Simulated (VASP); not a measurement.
Here is a VASP 6.6.1 calculation.

The input INCAR:

```
SYSTEM = SnO2
ALGO = Normal
EDIFF = 1E-8
ENCUT = 520
GGA = PE
ISIF = 2
ISMEAR = -1
LASPH = .TRUE.
LCHARG = .FALSE.
LEFG = .TRUE.
LREAL = .FALSE.
LWAVE = .FALSE.
NBANDS = 35
NELM = 100
PREC = Accurate
SIGMA = 0.03
```

File KPOINTS:

```
k-points
0
G
  4 4 6
  0 0 0
```

POSCAR

```
SnO2
1.0
    4.7215059017      0.0000000000      0.0000000000
    0.0000000000      4.7215059017      0.0000000000
    0.0000000000      0.0000000000      3.1757430642
Sn O
2 4
Direct
    0.0000000000      0.0000000000      0.0000000000
    0.5000000000      0.5000000000      0.5000000000
    0.3056200000      0.3056200000      0.0000000000
    0.1943800000      0.8056200000      0.5000000000
    0.6943800000      0.6943800000      0.0000000000
    0.8056200000      0.1943800000      0.5000000000
```

Potentials or basis: VASP PAW PBE potentials, release 64 (Sn_d, O).

The run is started by

```bash
$ cat potpaw_PBE.64/Sn_d/POTCAR potpaw_PBE.64/O/POTCAR > POTCAR
$ mpirun -np 1 vasp_std > vasp.out
```

Problem. What does it give for the band gap on the k mesh?

Solution. 1.36 eV, direct.

Problem. Predict the pressure.

Solution. 13.9 GPa.

Stress tensor (GPa, compression positive):
```
12.84  0.00  0.00
 0.00 12.84  0.00
 0.00  0.00 16.11
```

Caveat: without QUAD_EFG the Cq values of the log hold for a quadrupole moment of 1 mb, not for the nuclei; spin-orbit coupling is left out, which moves the levels of the heavy elements.
